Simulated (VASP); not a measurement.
# SnO in VASP: notebook

Runs on SnO. Level: PBE+D3(BJ). Tasks: relaxation of the atoms, single point.

Everything below comes from runs of VASP 6.6.1. Logs are shortened: lines on timing, memory, paths and dates and some standing lists are left out, and cuts for length are marked.

## (1) The cell of the first run

The cell holds a slab with vacuum, 4 atoms: a = 3.823 Å, b = 3.823 Å, c = 22.362 Å, α = 90.00°, β = 90.00°, γ = 90.00°.

## (2) Relaxation of the atoms, PBE+D3(BJ)

The input, INCAR:

```
PREC = Accurate ; ENCUT = 520
EDIFF = 1E-6 ; ISMEAR = 0
SIGMA = 0.05 ; LREAL = F
LASPH = T ; NELM = 80
ALGO = Normal ; ISIF = 2
LWAVE = F ; LCHARG = F
LDIPOL = T ; IDIPOL = 3
DIPOL = 0.5 0.5 0.500 ; GGA = PE
IVDW = 12 ; IBRION = 2
NSW = 60 ; EDIFFG = -0.04
```

The input, KPOINTS:

```
Automatic mesh
0
Gamma
  7 7 1
```

The input, POSCAR:

```
SnO
1.0
    3.8229331869      0.0006220849      0.0000000000
   -0.0006124869      3.8229331884      0.0000000000
    0.0000000000      0.0000000000     22.3616413016
Sn O
2 2
Direct
    0.7628183966      0.2371816034      0.4471943658
    0.2628184015      0.7371815985      0.5528056342
    0.2625786055      0.2374214035      0.5000000661
    0.7625785965      0.7374213945      0.5000000661
```

Potentials or basis: VASP PAW PBE potentials, release 64 (Sn_d, O).

Run with:

```console
$ cat potpaw_PBE.64/Sn_d/POTCAR potpaw_PBE.64/O/POTCAR > POTCAR
$ mpirun -np 1 vasp_std > vasp.out
```

OUTCAR:

```text
PREC = Accurate
   ENCUT = 520
   EDIFF = 1E-6
   ISMEAR = 0
   LREAL = F
   LASPH = T
   NELM = 80
   ISIF = 2
   GGA = PE
   IVDW = 12
   IBRION = 2
   NSW = 60
   EDIFFG = -0.04
 IVDW          = 12

 ion  position               nearest neighbor table
   1  0.763  0.237  0.447-   4 2.25   3 2.25   4 2.25   3 2.25   2 3.59   2 3.59   2 3.59   2 3.59

   2  0.263  0.737  0.553-   3 2.25   4 2.25   3 2.25   4 2.25   1 3.59   1 3.59   1 3.59   1 3.59

   3  0.263  0.237  0.500-   2 2.25   1 2.25   2 2.25   1 2.25
   4  0.763  0.737  0.500-   2 2.25   1 2.25   2 2.25   1 2.25

  LATTYP: Found a simple tetragonal cell.
 ALAT       =     3.8229332375
 C/A-ratio  =     5.8493413074

  Lattice vectors:

 A1 = (   3.8229331869,   0.0006220849,   0.0000000000)
 A2 = (  -0.0006124869,   3.8229331884,   0.0000000000)
 A3 = (   0.0000000000,   0.0000000000,  22.3616413016)

Analysis of symmetry for initial positions (statically):
=====================================================================
 Subroutine PRICEL returns:
 Original cell was already a primitive cell.

 Routine SETGRP: Setting up the symmetry group for a
 simple tetragonal supercell.

 Subroutine GETGRP returns: Found  4 space group operations
 (whereof  2 operations were pure point group operations)
 out of a pool of 16 trial point group operations.

The static configuration has the point symmetry C_1h.
 The point group associated with its full space group is C_2v.

Analysis of symmetry for dynamics (positions and initial velocities):
=====================================================================
 Subroutine PRICEL returns:
 Original cell was already a primitive cell.

 Routine SETGRP: Setting up the symmetry group for a
 simple tetragonal supercell.

 Subroutine GETGRP returns: Found  4 space group operations
 (whereof  2 operations were pure point group operations)
 out of a pool of 16 trial point group operations.

The dynamic configuration has the point symmetry C_1h.
 The point group associated with its full space group is C_2v.

 Subroutine INISYM returns: Found  4 space group operations
 (whereof  2 operations are pure point group operations),
 and found     1 'primitive' translations

----------------------------------------------------------------------------------------

                                     Primitive cell

  volume of cell :     326.8113

  direct lattice vectors                    reciprocal lattice vectors
     3.822933187  0.000622085  0.000000000     0.261579244  0.000041909  0.000000000
    -0.000612487  3.822933188  0.000000000    -0.000042565  0.261579244  0.000000000
     0.000000000  0.000000000 22.361641302     0.000000000  0.000000000  0.044719437

  length of vectors
     3.822933238  3.822933237 22.361641302     0.261579248  0.261579248  0.044719437

  position of ions in fractional coordinates (direct lattice)
     0.762818397  0.237181603  0.447194366
     0.262818401  0.737181599  0.552805634
     0.262578606  0.237421404  0.500000066
     0.762578596  0.737421394  0.500000066

  ion indices of the primitive-cell ions
   primitive index   ion index
                 1           1
                 2           2
                 3           3
                 4           4

----------------------------------------------------------------------------------------

 KPOINTS: Automatic mesh

Automatic generation of k-mesh.
 Grid dimensions read from file:
 generate k-points for:    7    7    1
[... 61 lines left out ...]
   ISIF   =      2    stress and relaxation
   ISYM   =      2    0-nonsym 1-usesym 2-fastsym
   POTIM  = 0.5000    time-step for ionic-motion
   TEBEG  =    0.0;   TEEND  =   0.0 temperature during run
   PSTRESS=    0.0 pullay stress
   NELECT =      40.0000    total number of electrons
   NUPDOWN=      -1.0000    fix difference up-down
   EMIN   =  10.00;   EMAX   =-10.00  energy-range for DOS
   EFERMI =   0.00;   METHOD = LEGACY
   ISMEAR =     0;   SIGMA  =   0.05  broadening in eV -4-tet -1-fermi 0-gaus
   EFERMI_NEDOS =   21; number of points for ismear=-14 and -15
   IALGO  =     38    algorithm
   IMIX   =      4    mixing-type and parameters
     AMIX     =   0.40;   BMIX     =  1.00
     AMIX_MAG =   1.60;   BMIX_MAG =  1.00
  volume/ion in A,a.u.               =      81.70       551.36
  Fermi-wavevector in a.u.,A,eV,Ry     =   0.812823  1.536012  8.989106  0.660681
  Thomas-Fermi vector in A             =   1.922436
   LORBIT       =      0    0 simple, 1 ext, 2 COOP (PROOUT), +10 PAW based schemes
   GGA     = PE    functional components
   LHFCALC =     F    Hartree Fock is set to
   AEXX    =    0.0000 exact exchange contribution
   IVDW    =    12    specifies the selected vdW correction
   LEPSILON=     F    determine dielectric tensor
   LRPA    =     F    only Hartree local field effects (RPA)
 conjugate gradient relaxation of ions
 non-spin polarized calculation
 Gauss-broadening in eV      SIGMA  =   0.05
  energy-cutoff  :      520.00
  volume of cell :      326.81
 maximum number of plane-waves:      8816
   NGX = 15   NGY = 15   NGZ = 83

--------------------------------------- Ionic step        1  -------------------------------------------

 number of electron      39.9999996 magnetization

 Free energy of the ion-electron system (eV)
  ---------------------------------------------------
  ext. energy  EPLUGINS =         0.00000000
  ---------------------------------------------------
  free energy    TOTEN  =       -22.57892170 eV

  energy without entropy =      -22.57892170  energy(sigma->0) =      -22.57892170

------------------------ aborting loop because EDIFF is reached ----------------------------------------

 Edisp (eV)   -0.54817

 E8    (eV) :    -0.2478

  FORCE on cell =-STRESS in cart. coord.  units (eV):
  Direction    XX          YY          ZZ          XY          YZ          ZX
  --------------------------------------------------------------------------------------
  -------------------------------------------------------------------------------------
  Total       0.05474     0.05474     0.15139     0.00039     0.00000     0.00000
  in kB       0.26834     0.26834     0.74216     0.00192     0.00000     0.00000
  external pressure =        0.43 kB  Pullay stress =        0.00 kB

 VOLUME and BASIS-vectors are now :
 -----------------------------------------------------------------------------
  energy-cutoff  :      520.00
  volume of cell :      326.81
      direct lattice vectors                 reciprocal lattice vectors
     3.822933187  0.000622085  0.000000000     0.261579244  0.000041909  0.000000000
    -0.000612487  3.822933188  0.000000000    -0.000042565  0.261579244  0.000000000
     0.000000000  0.000000000 22.361641302     0.000000000  0.000000000  0.044719437

 POSITION                                       TOTAL-FORCE (eV/Angst)
 -----------------------------------------------------------------------------------
      2.91606      0.90720     10.00000        -0.003307      0.003306     -0.094493
      1.00429      2.81836     12.36164        -0.003307      0.003306      0.094493
      1.00368      0.90781     11.18082         0.003307     -0.003306     -0.000000
      2.91484      2.81959     11.18082         0.003307     -0.003306     -0.000000
 -----------------------------------------------------------------------------------
    total drift:                               -0.000784      0.000783     -0.005586

  FREE ENERGIE OF THE ION-ELECTRON SYSTEM (eV)
  ---------------------------------------------------
  free  energy   TOTEN  =       -23.1270883494 eV

  energy  without entropy=      -23.1270883494  energy(sigma->0) =      -23.12708835

--------------------------------------- Ionic step        2  -------------------------------------------

 number of electron      40.0000000 magnetization

 dipolmoment           0.000000      0.000000     -0.000016 electrons x Angstroem

 Free energy of the ion-electron system (eV)
  ---------------------------------------------------
  ext. energy  EPLUGINS =         0.00000000
  ---------------------------------------------------
  free energy    TOTEN  =       -22.57976457 eV

  energy without entropy =      -22.57976457  energy(sigma->0) =      -22.57976457

 E-fermi :  -2.6937     XC(G=0):  -2.8425

 val. band max:       -2.9565649989   @ k =  -0.1429   0.1429   0.0000
 cond. band min:       0.1010692098   @ k =  -0.4286   0.4286   0.0000
 fundamental gap:      3.0576342087
 Fermi energy:        -2.6936506662

 k-point     1 :       0.0000    0.0000    0.0000
  band No.  band energies     occupation
      1     -23.5206      2.00000
      2     -23.1693      2.00000
      3     -23.1302      2.00000
      4     -23.1302      2.00000
      5     -23.1167      2.00000
      6     -23.0858      2.00000
[... 421 lines left out ...]
     23       2.1570      0.00000
     24       2.3031      0.00000

------------------------ aborting loop because EDIFF is reached ----------------------------------------

 vacuum level on the upper side and lower side of the slab       (xc-potential included)        -0.009        -0.009

 Edisp (eV)   -0.54780

 E8    (eV) :    -0.2476

  FORCE on cell =-STRESS in cart. coord.  units (eV):
  Direction    XX          YY          ZZ          XY          YZ          ZX
  --------------------------------------------------------------------------------------
  -------------------------------------------------------------------------------------
  Total      -0.02936    -0.02936    -0.02366     0.00030     0.00000    -0.00000
  in kB      -0.14393    -0.14393    -0.11600     0.00149     0.00000    -0.00000
  external pressure =       -0.13 kB  Pullay stress =        0.00 kB

 VOLUME and BASIS-vectors are now :
 -----------------------------------------------------------------------------
  energy-cutoff  :      520.00
  volume of cell :      326.81
      direct lattice vectors                 reciprocal lattice vectors
     3.822933187  0.000622085  0.000000000     0.261579244  0.000041909  0.000000000
    -0.000612487  3.822933188  0.000000000    -0.000042565  0.261579244  0.000000000
     0.000000000  0.000000000 22.361641302     0.000000000  0.000000000  0.044719437

 POSITION                                       TOTAL-FORCE (eV/Angst)
 -----------------------------------------------------------------------------------
      2.91590      0.90736      9.99544        -0.002145      0.002144     -0.009427
      1.00413      2.81852     12.36620        -0.002145      0.002144      0.009427
      1.00383      0.90765     11.18082         0.002145     -0.002144      0.000000
      2.91499      2.81943     11.18082         0.002145     -0.002144      0.000000
 -----------------------------------------------------------------------------------
    total drift:                               -0.000995      0.000995     -0.005584

  FREE ENERGIE OF THE ION-ELECTRON SYSTEM (eV)
  ---------------------------------------------------
  free  energy   TOTEN  =       -23.1275686581 eV

  energy  without entropy=      -23.1275686581  energy(sigma->0) =      -23.12756866

 reached required accuracy - stopping structural energy minimisation

 vacuum level on the upper side and lower side of the slab         2.435         2.435
```

Run time: 3.6 min. Hardware: 1 thread of Intel Xeon Platinum 8488C (Sapphire Rapids), shared host; peak memory 0.44 GiB.

Results:

```yaml
Free_energy: -23.1276 eV
Energy_gained_by_relaxing: 0.1 meV/atom
Ionic_steps: 2
Largest_force_after_relaxing: 0.010 eV/Å
Band_gap_on_the_k_mesh: 3.06 eV (least direct gap 3.14 eV)
Dispersion_energy_per_atom: -0.137 eV
```

Forces on the atoms (eV/Å):
```
Sn  -0.002  0.002 -0.009
Sn  -0.002  0.002  0.009
O    0.002 -0.002  0.000
O    0.002 -0.002  0.000
```

Step by step:
| step | energy change (eV) | largest force (eV/Å) | pressure (GPa) |
| --- | --- | --- | --- |
| 1 | 0.0000 | 0.0946 | 0.04 |
| 2 | -0.0005 | 0.0099 | -0.01 |

Final structure:
```
Sn O
1.0
     3.82293    0.00062    0.00000
    -0.00061    3.82293    0.00000
     0.00000    0.00000   22.36164
Sn O
2 2
Direct
  0.76278 0.23722 0.44699
  0.26278 0.73722 0.55301
  0.26262 0.23738 0.50000
  0.76262 0.73738 0.50000
```

Caveat: spin-orbit coupling is left out, which moves the levels of the heavy elements.

## (3) Single point, PBE+D3(BJ)

The input, INCAR:

```
SYSTEM = SnO
PREC = Accurate
ENCUT = 520
EDIFF = 1E-6
ISMEAR = 0
SIGMA = 0.05
LREAL = .False.
LASPH = .True.
NELM = 80
ALGO = Normal
ISIF = 2
LWAVE = .False.
LCHARG = .True.
LDIPOL = .True.
IDIPOL = 3
DIPOL = 0.5 0.5 0.500
GGA = PE
IVDW = 12
LELF = .True.
LVHAR = .True.
LVACPOTAV = .True.
NBANDS = 28
```

The input, KPOINTS:

```
Automatic mesh
0
Gamma
  7 7 1
  0 0 0
```

POSCAR is that of step 2.

Potentials or basis: VASP PAW PBE potentials, release 64 (Sn_d, O).

Run with:

```console
$ cat potpaw_PBE.64/Sn_d/POTCAR potpaw_PBE.64/O/POTCAR > POTCAR
$ mpirun -np 1 vasp_std > vasp.out
```

Wall time 5.2 min (1 thread of Intel Xeon Platinum 8259CL at 2.50GHz (Skylake/Cascade Lake), shared host); peak memory 0.4 GiB.

Results (log left out):

```
Free energy                : -23.1271 eV
Largest force              : 0.095 eV/Å
Band gap on the k mesh     : 3.06 eV (least direct gap 3.13 eV)
Dispersion energy per atom : -0.137 eV
```

Forces on the atoms (eV/Å):
```
Sn  -0.003  0.003 -0.094
Sn  -0.003  0.003  0.094
O    0.003 -0.003  0.000
O    0.003 -0.003  0.000
```

Levels at points of the mesh, in eV from the valence-band top:
| k point | band 16 | band 17 | band 18 | band 19 | band 20 | band 21 | band 22 | band 23 | band 24 | band 25 |
| --- | --- | --- | --- | --- | --- | --- | --- | --- | --- | --- |
| (0.00, 0.00, 0.00) | -3.70 | -2.07 | -1.68 | -1.68 | -0.04 | 3.09 | 3.15 | 5.26 | 5.27 | 5.62 |

Caveat: spin-orbit coupling is left out, which moves the levels of the heavy elements.

(Continued in part 2 of 2.)
